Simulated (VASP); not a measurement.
A run of VASP 6.6.1 is set up as follows.

Contents of INCAR:

```
SYSTEM = Ge2N
ALGO = Normal
EDIFF = 1E-6
ENCUT = 520
GGA = PE
ISIF = 2
ISMEAR = 0
LASPH = .TRUE.
LCHARG = .FALSE.
LREAL = .FALSE.
LWAVE = .FALSE.
NBANDS = 42
NELM = 60
PREC = Accurate
SIGMA = 0.1
```

KPOINTS

```
k-points
0
G
  12 12 12
  0 0 0
```

Contents of POSCAR:

```
Ge2N
1.0
   -2.3957540870      2.3957540870      3.7472305712
    2.3957540870     -2.3957540870      3.7472305712
    2.3957540870      2.3957540870     -3.7472305712
Ge N
4 2
Direct
    0.2738547874      0.2738547874      0.0000000000
    0.0238547874      0.5238547874      0.5000000000
    0.4761452126      0.9761452126      0.5000000000
    0.7261452126      0.7261452126      0.0000000000
    0.0000000000      0.0000000000      0.0000000000
    0.7500000000      0.2500000000      0.5000000000
```

Potentials or basis: VASP PAW PBE potentials, release 64 (Ge_d, N).

Launch:

```console
$ cat potpaw_PBE.64/Ge_d/POTCAR potpaw_PBE.64/N/POTCAR > POTCAR
$ mpirun -np 1 vasp_std > vasp.out
```

Estimate the band gap on the k mesh.

zero (bands 33 and 34 overlap by 2.52 eV).

Estimate the largest force.

0.007 eV/Å.

Forces in eV/Å, atoms in the order of the input:
```
Ge   0.000  0.000  0.007
Ge   0.000  0.000  0.007
Ge   0.000  0.000 -0.007
Ge   0.000  0.000 -0.007
N    0.000  0.000  0.000
N    0.000  0.000  0.000
```
